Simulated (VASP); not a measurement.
# Lu (P6/mmm) in VASP: further runs

The runs below take Lu through single point, relaxation of cell and atoms, with PBE.

Program: VASP 6.6.1. These are calculated values, not measurements. Logs are shortened: lines on timing, memory, paths and dates and some standing lists are left out, and cuts for length are marked.

**1. The cell of the first run**

It takes space group P6/mmm (No. 191, hexagonal). Conventional cell: a = 3.071 Å, b = 3.071 Å, c = 2.955 Å, α = 90.00°, β = 90.00°, γ = 120.00°. Lu (site symmetry 6/mmm) has 8 Lu at 2.95 to 3.07 Å within 3.9 Å.

This isn't the form of Lu at room conditions, which is hcp.

**2. Single point, PBE**

INCAR reads:

```
PREC = Accurate
ENCUT = 520
EDIFF = 1E-6
ISMEAR = -1
SIGMA = 0.08
LREAL = False
LASPH = True
NELM = 100
ALGO = Normal
ISIF = 2
LWAVE = False
LCHARG = False
GGA = PE
NBANDS = 18
```

KPOINTS reads:

```
regular mesh
0
Gamma
  14 14 13
```

POSCAR reads:

```
Lu
1.0
    3.0711546725      0.0000000000      0.0000000000
   -1.5355773362      2.6596979653      0.0000000000
    0.0000000000      0.0000000000      2.9549518985
Lu
1
Direct
    0.0000000000      0.0000000000      0.0000000000
```

Potentials or basis: VASP PAW PBE potentials, release 64 (Lu).

Launch:

```bash
cat potpaw_PBE.64/Lu/POTCAR > POTCAR
mpirun -np 1 vasp_std > vasp.out
```

OUTCAR:

```text
PREC = Accurate
   ENCUT = 520
   EDIFF = 1E-6
   ISMEAR = -1
   LREAL = False
   LASPH = True
   NELM = 100
   ISIF = 2
   GGA = PE

 ion  position               nearest neighbor table
   1  0.000  0.000  0.000-

  LATTYP: Found a hexagonal cell.
 ALAT       =     3.0711546725
 C/A-ratio  =     0.9621631645

  Lattice vectors:

 A1 = (   3.0711546725,   0.0000000000,   0.0000000000)
 A2 = (  -1.5355773362,   2.6596979653,   0.0000000000)
 A3 = (   0.0000000000,   0.0000000000,   2.9549518985)

Analysis of symmetry for initial positions (statically):
=====================================================================
 Subroutine PRICEL returns:
 Original cell was already a primitive cell.

 Routine SETGRP: Setting up the symmetry group for a
 hexagonal supercell.

 Subroutine GETGRP returns: Found 24 space group operations
 (whereof 24 operations were pure point group operations)
 out of a pool of 24 trial point group operations.

The static configuration has the point symmetry D_6h.

Analysis of symmetry for dynamics (positions and initial velocities):
=====================================================================
 Subroutine PRICEL returns:
 Original cell was already a primitive cell.

 Routine SETGRP: Setting up the symmetry group for a
 hexagonal supercell.

 Subroutine GETGRP returns: Found 24 space group operations
 (whereof 24 operations were pure point group operations)
 out of a pool of 24 trial point group operations.

The dynamic configuration has the point symmetry D_6h.

 Subroutine INISYM returns: Found 24 space group operations
 (whereof 24 operations are pure point group operations),
 and found     1 'primitive' translations

----------------------------------------------------------------------------------------

                                     Primitive cell

  volume of cell :      24.1371

[... 68 lines left out ...]
   k-points           NKPTS =    168   k-points in BZ     NKDIM =    168   number of bands    NBANDS=     18
   number of dos      NEDOS =    301   number of ions     NIONS =      1
   total plane-waves  NPLWV =  13824
   dimension x,y,z NGX =    24 NGY =   24 NGZ =   24
   dimension x,y,z NGXF=    48 NGYF=   48 NGZF=   48
   ions per type =               1
   NGX,Y,Z   is equivalent  to a cutoff of  12.99, 12.99, 13.50 a.u.
   NGXF,Y,Z  is equivalent  to a cutoff of  25.98, 25.98, 27.00 a.u.
 SYSTEM =  unknown system
   PREC   = accura    normal or accurate (medium, high low for compatibility)
   ISTART =      0    job   : 0-new  1-cont  2-samecut
   ICHARG =      2    charge: 1-file 2-atom 10-const
   ISPIN  =      1    spin polarized calculation?
   LNONCOLLINEAR =      F non collinear calculations
   LSORBIT =      F    spin-orbit coupling
   LASPH  =      T    aspherical Exc in radial PAW
   ENCUT  =  520.0 eV  38.22 Ry    6.18 a.u.   5.71  5.71  5.49*2*pi/ulx,y,z
   NELM   =    100;   NELMIN=  2; NELMDL= -5     # of ELM steps
   EDIFF  = 0.1E-05   stopping-criterion for ELM
   LREAL  =      F    real-space projection
   EDIFFG = 0.1E-04   stopping-criterion for IOM
   NSW    =      0    number of steps for IOM
[... 5 lines left out ...]
   TEBEG  =    0.0;   TEEND  =   0.0 temperature during run
   PSTRESS=    0.0 pullay stress
   NELECT =      25.0000    total number of electrons
   NUPDOWN=      -1.0000    fix difference up-down
   EMIN   =  10.00;   EMAX   =-10.00  energy-range for DOS
   EFERMI =   0.00;   METHOD = LEGACY
   ISMEAR =    -1;   SIGMA  =   0.08  broadening in eV -4-tet -1-fermi 0-gaus
   EFERMI_NEDOS =   21; number of points for ismear=-14 and -15
   IALGO  =     38    algorithm
   IMIX   =      4    mixing-type and parameters
     AMIX     =   0.40;   BMIX     =  1.00
     AMIX_MAG =   1.60;   BMIX_MAG =  1.00
  volume/ion in A,a.u.               =      24.14       162.88
  Fermi-wavevector in a.u.,A,eV,Ry     =   1.656380  3.130105 37.328880  2.743595
  Thomas-Fermi vector in A             =   2.744315
   LORBIT       =      0    0 simple, 1 ext, 2 COOP (PROOUT), +10 PAW based schemes
   GGA     = PE    functional components
   LHFCALC =     F    Hartree Fock is set to
   AEXX    =    0.0000 exact exchange contribution
   IVDW    =     0    specifies the selected vdW correction
   LEPSILON=     F    determine dielectric tensor
   LRPA    =     F    only Hartree local field effects (RPA)
 non-spin polarized calculation
  energy-cutoff  :      520.00
  volume of cell :       24.14
 maximum number of plane-waves:       664
 NGX is ok and might be reduce to    24
   NGX = 11   NGY = 11   NGZ = 11

 number of electron      25.0000002 magnetization

 Free energy of the ion-electron system (eV)
  ---------------------------------------------------
  ext. energy  EPLUGINS =         0.00000000
  ---------------------------------------------------
  free energy    TOTEN  =        -3.80768951 eV

  energy without entropy =       -3.76367470  energy(sigma->0) =       -3.78568210

 E-fermi :   2.8972     XC(G=0): -11.5736

 val. band max:        2.8959953296   @ k =   0.4286   0.0714   0.1538
 cond. band min:       2.9001418595   @ k =   0.2857  -0.0000   0.0769
 fundamental gap:      0.0041465299
 Fermi energy:         2.8971897573

 k-point     1 :       0.0000    0.0000    0.0000
  band No.  band energies     occupation
      1     -53.0960      2.00000
      2     -23.3597      2.00000
      3     -23.2215      2.00000
      4     -23.2215      2.00000
      5      -3.3974      2.00000
      6      -2.0025      2.00000
[... 481 lines left out ...]
      5      -1.9826      2.00000
      6      -1.9675      2.00000
[... 10 lines left out ...]
     17      10.7997      0.00000
     18      12.1014      0.00000

 [... further k-points ...]

------------------------ aborting loop because EDIFF is reached ----------------------------------------

  FORCE on cell =-STRESS in cart. coord.  units (eV):
  Direction    XX          YY          ZZ          XY          YZ          ZX
  --------------------------------------------------------------------------------------
  -------------------------------------------------------------------------------------
  Total        2.0132945      2.0132945      2.0055292      0.0000000      0.0000000     -0.0000000
  in kB      133.6390727    133.6390727    133.1236271      0.0000000      0.0000000     -0.0000000
  external PRESSURE =     133.4672575 kB  Pullay stress =       0.0000000 kB

 VOLUME and BASIS-vectors are now :
 -----------------------------------------------------------------------------
  energy-cutoff  :      520.00
  volume of cell :       24.14
      direct lattice vectors                 reciprocal lattice vectors
     3.071154673  0.000000000  0.000000000     0.325610432  0.187991271  0.000000000
    -1.535577336  2.659697965  0.000000000     0.000000000  0.375982541  0.000000000
     0.000000000  0.000000000  2.954951899     0.000000000  0.000000000  0.338414984

 POSITION                                       TOTAL-FORCE (eV/Angst)
 -----------------------------------------------------------------------------------
      0.00000      0.00000      0.00000         0.000000      0.000000      0.000000
 -----------------------------------------------------------------------------------
    total drift:                                0.000000      0.000000     -0.000000

  FREE ENERGIE OF THE ION-ELECTRON SYSTEM (eV)
  ---------------------------------------------------
  free  energy   TOTEN  =        -3.8076895053 eV

  energy  without entropy=       -3.7636746967  energy(sigma->0) =       -3.78568210
```

stdout:

```text
POSCAR found type information on POSCAR Lu
 POSCAR found :  1 types and       1 ions
 scaLAPACK will be used
 LDA part: xc-table for (Slater+PW92), standard interpolation
 POSCAR, INCAR and KPOINTS ok, starting setup
 FFT: planning ... GRIDC
 FFT: planning ... GRID_SOFT
 FFT: planning ... GRID
 WAVECAR not read
 entering main loop
```

Run time: 1.8 min. Hardware: 1 thread of AMD EPYC 7R43 (Zen 3), shared host; peak memory 0.17 GiB.

Results:

```yaml
Free_energy: -3.8077 eV
Pressure: 13.3 GPa
Band_gap_on_the_k_mesh: zero (an odd number of electrons rules out a gap without spin polarisation)
```

Caveat: the cell stands under pressure; spin-orbit coupling is left out, which moves the levels of the heavy elements.

**3. Single point, PBE**

INCAR reads:

```
SYSTEM = Lu
ALGO     = Normal         ! electronic algorithm
EDIFF    = 1E-6           ! SCF threshold, eV
ENCUT    = 520            ! plane-wave cutoff, eV
GGA      = PE             ! functional
ISIF     = 2              ! what is computed and relaxed
ISMEAR   = -1             ! smearing method
LASPH    = .True.         ! aspherical terms in the spheres
LCHARG   = .False.        ! write CHGCAR
LREAL    = .False.        ! projectors in reciprocal space
LWAVE    = .False.        ! write WAVECAR
NBANDS   = 18             ! bands
NELM     = 60             ! most SCF steps
PREC     = Accurate       ! precision mode
SIGMA    = 0.08           ! smearing width, eV
```

KPOINTS reads:

```
k-points
0
Gamma
  14 14 13
  0 0 0
```

POSCAR is that of step 2.

Potentials or basis: VASP PAW PBE potentials, release 64 (Lu).

Launch:

```bash
cat potpaw_PBE.64/Lu/POTCAR > POTCAR
mpirun -np 1 vasp_std > vasp.out
```

OUTCAR:

```text
SYSTEM = Lu
   EDIFF = 1E-6
   ENCUT = 520
   GGA = PE
   ISIF = 2
   ISMEAR = -1
   LASPH = .True.
   LREAL = .False.
   NELM = 60
   PREC = Accurate

 ion  position               nearest neighbor table
   1  0.000  0.000  0.000-

  LATTYP: Found a hexagonal cell.
 ALAT       =     3.0711546725
 C/A-ratio  =     0.9621631645

  Lattice vectors:

 A1 = (   3.0711546725,   0.0000000000,   0.0000000000)
 A2 = (  -1.5355773362,   2.6596979653,   0.0000000000)
 A3 = (   0.0000000000,   0.0000000000,   2.9549518985)

[... 681 lines left out ...]
     18      12.1014      0.00000

 [... further k-points ...]

------------------------ aborting loop because EDIFF is reached ----------------------------------------

  FORCE on cell =-STRESS in cart. coord.  units (eV):
  Direction    XX          YY          ZZ          XY          YZ          ZX
  --------------------------------------------------------------------------------------
  -------------------------------------------------------------------------------------
  Total        2.0132945      2.0132945      2.0055292      0.0000000      0.0000000     -0.0000000
  in kB      133.6390727    133.6390727    133.1236271      0.0000000      0.0000000     -0.0000000
  external PRESSURE =     133.4672575 kB  Pullay stress =       0.0000000 kB

 VOLUME and BASIS-vectors are now :
 -----------------------------------------------------------------------------
  energy-cutoff  :      520.00
  volume of cell :       24.14
      direct lattice vectors                 reciprocal lattice vectors
     3.071154673  0.000000000  0.000000000     0.325610432  0.187991271  0.000000000
    -1.535577336  2.659697965  0.000000000     0.000000000  0.375982541  0.000000000
     0.000000000  0.000000000  2.954951899     0.000000000  0.000000000  0.338414984

 POSITION                                       TOTAL-FORCE (eV/Angst)
 -----------------------------------------------------------------------------------
      0.00000      0.00000      0.00000         0.000000      0.000000      0.000000
 -----------------------------------------------------------------------------------
    total drift:                                0.000000      0.000000     -0.000000

  FREE ENERGIE OF THE ION-ELECTRON SYSTEM (eV)
  ---------------------------------------------------
  free  energy   TOTEN  =        -3.8076895053 eV

  energy  without entropy=       -3.7636746967  energy(sigma->0) =       -3.78568210
```

OSZICAR:

```text
N       E                     dE             d eps       ncg     rms          rms(c)
DAV:   1     0.810592026635E+02    0.81059E+02   -0.10220E+04  7552   0.470E+03
DAV:   2     0.197405087495E+01   -0.79085E+02   -0.77239E+02  6222   0.368E+02
DAV:   3    -0.372989155118E+01   -0.57039E+01   -0.56363E+01  6616   0.738E+01
DAV:   4    -0.394171811175E+01   -0.21183E+00   -0.21096E+00  8334   0.117E+01
DAV:   5    -0.394687314791E+01   -0.51550E-02   -0.51502E-02  6966   0.160E+00    0.340E+00
DAV:   6    -0.382403804742E+01    0.12284E+00   -0.39063E-01 10068   0.122E+01    0.135E+00
DAV:   7    -0.380801939907E+01    0.16019E-01   -0.39510E-02  9208   0.199E+00    0.339E-01
DAV:   8    -0.380721430984E+01    0.80509E-03   -0.64870E-03  9774   0.661E-01    0.108E-01
DAV:   9    -0.380765685451E+01   -0.44254E-03   -0.57036E-04  9292   0.352E-01    0.262E-02
DAV:  10    -0.380768463373E+01   -0.27779E-04   -0.57337E-05  9572   0.876E-02    0.156E-02
DAV:  11    -0.380768965842E+01   -0.50247E-05   -0.58459E-06  6610   0.234E-02    0.154E-03
DAV:  12    -0.380768950526E+01    0.15316E-06   -0.22219E-07  3972   0.479E-03
   1 F= -.38076895E+01 E0= -.37856821E+01  d E =-.440148E-01
```

Wall time 1.8 min (1 thread of AMD EPYC 7R43 (Zen 3), shared host); peak memory 0.17 GiB.

What came out:

```
Free energy            : -3.8077 eV
Pressure               : 13.3 GPa
Band gap on the k mesh : zero (an odd number of electrons rules out a gap without spin polarisation)
```

Levels at points of the mesh, in eV from the Fermi level:
```
           k point  band 9  band 10  band 11  band 12  band 13  band 14  band 15  band 16
(0.00, 0.00, 0.00)   -4.78    -4.75    -4.75    -4.64    -0.65     2.61     2.61     8.16
(0.50, 0.00, 0.00)   -4.72    -4.70    -4.69    -2.72     0.08     1.14     3.98     7.25
```

Caveat: the cell stands under pressure; spin-orbit coupling is left out, which moves the levels of the heavy elements.

(Continued in part 2 of 2.)

The gap in the log of VASP goes by the Fermi energy; the results here count the filled bands.